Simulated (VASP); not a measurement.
Ti, 1 atom in the cell. It takes space group Im-3m (No. 229, cubic). The conventional cell has a = 3.209 Å, b = 3.209 Å, c = 3.209 Å, α = 90.00°, β = 90.00°, γ = 90.00°. Ti (site symmetry m-3m) has 14 Ti at 2.78 to 3.21 Å within 3.7 Å. 

| Property | Result |
| --- | --- |
| Program | VASP 6.6.1 |
| Task | single point |
| Functional | PBEsol |
| Potentials or basis | VASP PAW PBE potentials, release 64 (Ti_sv) |
| Cutoff | 520 eV |
| k mesh | 11 × 11 × 11 |
| Occupations | fermi-dirac, width 0.05 eV |
| Spin | no spin polarisation |
| Dipole correction | no |
| Further INCAR settings | ALGO = Normal; EDIFF = 1e-07; NBANDS = 12 |

Potentials or basis: VASP PAW PBE potentials, release 64 (Ti_sv).

Run with:

```bash
$ cat potpaw_PBE.64/Ti_sv/POTCAR > POTCAR
$ mpirun -np 1 vasp_std > vasp.out
```

Hardware: 1 thread of Intel Xeon 8259CL (shared host).

Problem. Estimate the wall time of this run.

Solution. Wall time 17 s on 1 thread of Intel Xeon 8259CL (shared host), peak memory 0.14 GiB. Counts: scf iterations 15, k points 56.
